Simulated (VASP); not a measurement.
BeTe, 2 atoms in the cell. The structure is tetragonal, space group I-4m2 (No. 119). The conventional cell has a = 3.849 Å, b = 3.849 Å, c = 5.643 Å, α = 90.00°, β = 90.00°, γ = 90.00°. Within 3.2 Å of Be (site symmetry -4m2) lie 4 Te at 2.39 Å. Within 3.2 Å of Te (site symmetry -4m2) lie 4 Be at 2.39 Å.  This cell differs from its parent crystal: in-plane strain -0.02, then relaxed in part.

| Item | Value |
| --- | --- |
| Program | VASP 6.6.1 |
| Task | single point |
| Functional | LDA |
| Potentials or basis | VASP PAW LDA potentials, release 64 (Be, Te) |
| Cutoff | 520 eV |
| k mesh | 8 × 8 × 8 |
| Occupations | gaussian, width 0.01 eV |
| Spin | no spin polarisation |
| Dipole correction | no |
| Further INCAR settings | ALGO = Normal; EDIFF = 1e-06; NBANDS = 11 |

Potentials or basis: VASP PAW LDA potentials, release 64 (Be, Te).

Run with:

```sh
$ cat potpaw_LDA.64/Be/POTCAR potpaw_LDA.64/Te/POTCAR > POTCAR
$ mpirun -np 1 vasp_std > vasp.out
```

Hardware: 1 thread of AMD EPYC 7R13, with other jobs on the host.

Question: How long does it take, and how much memory?

Answer: Wall time 58 s on 1 thread of AMD EPYC 7R13, on a shared host, peak memory 0.14 GiB. Counts: scf iterations 11, k points 59.
